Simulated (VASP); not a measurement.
# BiB: single point with HSE06

BiB:

```
CELL_PARAMETERS angstrom
0.00000 2.74487 2.74487
2.74487 0.00000 2.74487
2.74487 2.74487 0.00000
ATOMIC_POSITIONS crystal
B 0.00000 0.00000 0.00000
Bi 0.25000 0.25000 0.25000
```

| Property | Result |
| --- | --- |
| Program | VASP 6.6.1 |
| Task | single point |
| Functional | HSE06 |
| Potentials or basis | VASP PAW PBE potentials, release 64 (B, Bi_d) |
| Cutoff | 520 eV |
| k mesh | 4 × 4 × 4 |
| Occupations | gaussian, width 0.2 eV |
| Spin | no spin polarisation |

| Property | Result |
| --- | --- |
| Pressure | -1.9 GPa |
| Band gap on the k mesh | 0.99 eV, direct |

Levels at points of the mesh, in eV from the valence-band top:
```tsv
k point	band 6	band 7	band 8	band 9	band 10	band 11	band 12	band 13
(0.00, 0.00, 0.00)	-15.50	0.00	0.00	0.00	0.99	3.44	3.44	3.44
(0.50, 0.00, 0.00)	-13.15	-8.53	-1.76	-1.76	1.00	4.90	4.90	6.93
(0.50, 0.50, 0.00)	-12.05	-8.75	-3.81	-3.81	1.36	1.53	9.54	9.92
```

Run time: 6.5 min on 1 thread of AMD EPYC 9R45 96-Core Processor (Zen 5), with other jobs on the host, peak memory 0.24 GiB.

Caveat: the k points lie up to 0.50 Å⁻¹ apart; the PAW data sets were made with another functional, which shifts forces and pressure a little; spin-orbit coupling is left out, which moves the levels of the heavy elements. A k mesh can miss the band edges.
